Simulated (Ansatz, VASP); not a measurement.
Two plane-wave programs on InAg2

INCAR

```
SYSTEM = InAg2
ALGO = Fast ; EDIFF = 1E-7
EDIFFG = -0.01 ; ENCUT = 600
GGA = PE ; IBRION = 2
ISIF = 3 ; ISMEAR = 0
LASPH = .True. ; LCHARG = .False.
LREAL = .False. ; LWAVE = .False.
NELM = 80 ; NSW = 100
PREC = Accurate ; SIGMA = 0.1
```

File KPOINTS:

```
k-points
0
Gamma
  18 18 8
  0 0 0
```

Contents of POSCAR:

```
InAg2
1.0
    3.2513188594      0.0000000000      0.0000000000
   -1.6256594297      2.8157247281      0.0000000000
    0.0000000000      0.0000000000      6.7042427743
In Ag
1 2
Direct
    0.0000000000      0.0000000000      0.0000000000
    0.3333333333      0.6666666667      0.3389226777
    0.6666666667      0.3333333333      0.6610773223
```

Input for Ansatz:

```yaml
crystal:
  lattice:
    - [3.2513188594, 0.0, 0.0]
    - [-1.6256594297, 2.8157247281, 0.0]
    - [0.0, 0.0, 6.7042427743]
  atoms:
    - { symbol: In, position: [0.0, 0.0, 0.0] }
    - { symbol: Ag, position: [0.3333333333, 0.6666666667, 0.3389226777] }
    - { symbol: Ag, position: [0.6666666667, 0.3333333333, 0.6610773223] }
basis:
  ecutwfc: 420
kpoints:
  mp_grid: { grid: [18, 18, 8] }
hamiltonian:
  xc: pbe
scf:
  occupations: { method: gaussian, width: 0.1 }
output:
  forces: true
  stress: true
  eigenvalues: true
relax:
  adjacent_minimum: "off"
  f_tol: 0.01
  max_steps: 80
  cell: { stress_tol: 0.05 }
```

Alike in both runs: task relaxation of cell and atoms; functional PBE; k mesh 18 × 18 × 8; occupations gaussian, width 0.1 eV; no spin polarisation.

|  | VASP | Ansatz |
| --- | --- | --- |
| version | VASP 6.6.1 | Ansatz 0.2.0 |
| potentials or method | VASP PAW PBE potentials, release 64 (In_d, Ag), cutoff 600 eV | scalar-relativistic, plane waves, PAW |
| valence electrons in the cell | 35 | 51 |

VASP gave:

| Property | Result |
| --- | --- |
| gap on the k mesh at the Fermi level, each at its own relaxed structure (eV) | none |
| relaxed volume (Å³/atom) | 20.12 |
| relaxed cell length with the largest relative difference (Å) | 7.144 |

What did Ansatz give for the same quantities?

gap on the k mesh at the Fermi level, each at its own relaxed structure (eV): none; relaxed volume (Å³/atom): 20.13; relaxed cell length with the largest relative difference (Å): 7.147.

A gap of «none» marks a metal or a gap that the smearing closes. VASP's potentials hold 35 valence electrons a cell and Ansatz's 51, so a difference there can come from the potentials and not from the codes.
